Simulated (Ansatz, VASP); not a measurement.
**Two plane-wave programs on AlN**

Contents of INCAR:

```
PREC = Accurate
ENCUT = 600
EDIFF = 1E-6
ISMEAR = 0
SIGMA = 0.02
LREAL = F
LASPH = T
NELM = 120
ALGO = Normal
ISIF = 2
LWAVE = F
LCHARG = F
GGA = PE
NBANDS = 11
GGA_COMPAT = F
```

KPOINTS

```
regular mesh
0
Gamma
  10 10 10
```

Contents of POSCAR:

```
AlN
1.0
    0.0000000000      2.0886705391      2.0886705391
    2.0886705391      0.0000000000      2.0886705391
    2.0886705391      2.0886705391      0.0000000000
Al N
1 1
Direct
    0.0000000000      0.0000000000      0.0000000000
    0.7500000000      0.7500000000      0.7500000000
```

Input for Ansatz:

```yaml
crystal:
  lattice:
    - [0.0, 2.0886705391, 2.0886705391]
    - [2.0886705391, 0.0, 2.0886705391]
    - [2.0886705391, 2.0886705391, 0.0]
  atoms:
    - { symbol: Al, position: [0.0, 0.0, 0.0] }
    - { symbol: "N", position: [0.75, 0.75, 0.75] }
basis:
  ecutwfc: 420
kpoints:
  mp_grid: { grid: [10, 10, 10] }
hamiltonian:
  xc: pbe
scf:
  occupations: { method: gaussian, width: 0.02 }
output:
  forces: true
  stress: true
  eigenvalues: true
  populations: true
```

Alike in both runs: task single point; functional PBE; k mesh 10 × 10 × 10; occupations gaussian, width 0.02 eV; no spin polarisation.

```csv
,VASP,Ansatz
version,VASP 6.6.1,Ansatz 0.2.0
potentials or method,"VASP PAW PBE potentials, release 64 (Al, N), cutoff 600 eV","scalar-relativistic, plane waves, PAW"
valence electrons in the cell,8,8
```

```tsv
	VASP	Ansatz	Ansatz less VASP
gap on the k mesh at the Fermi level (eV)	3.37	3.39	+0.011
least direct gap on the mesh (eV)	5.28	5.29	+0.005
pressure (GPa)	41.1	41.3	+0.19
```

Both programs put the cell under a high pressure, so it lies far from rest at this level. The functional is the same, so the differences come from potentials, cutoffs and numerics.
